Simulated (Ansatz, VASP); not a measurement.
**BN: VASP beside Ansatz**

```xyz
4
Lattice="2.5645 0.0000 0.0000 -1.2823 2.1704 0.0000 0.0000 0.0000 6.5924" Properties=species:S:1:pos:R:3 pbc="T T T"
B    -0.2660    0.0000    3.2962
B     0.2665    1.4469    0.0000
N     0.2652    0.0000    0.0000
N     1.0167    0.7235    3.2962
```

Change from the starting cell: mode 4 frozen in at -0.260 Å, normal strain along x +0.0233.

Alike in both runs: task single point; functional PBE; dispersion D3(BJ); k mesh 12 × 12 × 4; occupations methfessel-paxton of order 1, width 0.05 eV; no spin polarisation.

|  | VASP | Ansatz |
| --- | --- | --- |
| version | VASP 6.6.1 | Ansatz 0.2.0 |
| potentials or method | VASP PAW PBE potentials, release 64 (B, N), cutoff 520 eV | scalar-relativistic, plane waves, PAW |
| valence electrons in the cell | 16 | 16 |

```tsv
	VASP	Ansatz	Ansatz less VASP
gap on the k mesh at the Fermi level (eV)	3.54	3.55	+0.007
least direct gap on the mesh (eV)	3.94	3.95	+0.006
pressure (GPa)	-7.6	-7.7	-0.04
traceless stress, the component that is largest in VASP (GPa)	-12.31	-12.37	-0.064
rms of the force components (eV/Å)	0.137	0.137	-0.0004
```

Atom by atom the forces differ by 0.000 eV/Å (rms over components).
